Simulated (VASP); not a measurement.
Pt:

```
Pt
1.0
     0.00000    1.97389    1.97389
     1.97389    0.00000    1.97389
     1.97389    1.97389    0.00000
Pt
1
Direct
  0.00000 0.00000 0.00000
```

Base run:

```yaml
Program: VASP 6.6.1
Functional: r2SCAN
Potentials_or_basis: VASP PAW PBE potentials, release 64 (Pt)
Cutoff: 520 eV
k_mesh: 12 × 12 × 12
Occupations: fermi-dirac, width 0.05 eV
Spin: no spin polarisation
```

Its results: band gap on the k mesh zero (band 5 reaches 11.16 eV, above the bottom of band 6 at 8.86 eV); pressure -0.7 GPa.

Task: The run is repeated on the same cell with these changes: functional from r2SCAN to PBE exchange alone. What comes out?

Result: Band gap on the k mesh zero (band 5 reaches 13.18 eV, above the bottom of band 6 at 11.00 eV); pressure 35.7 GPa.

Caveats: spin-orbit coupling is left out, which moves the levels of the heavy elements; the PAW data sets were made with another functional, which shifts forces and pressure a little (some runs).
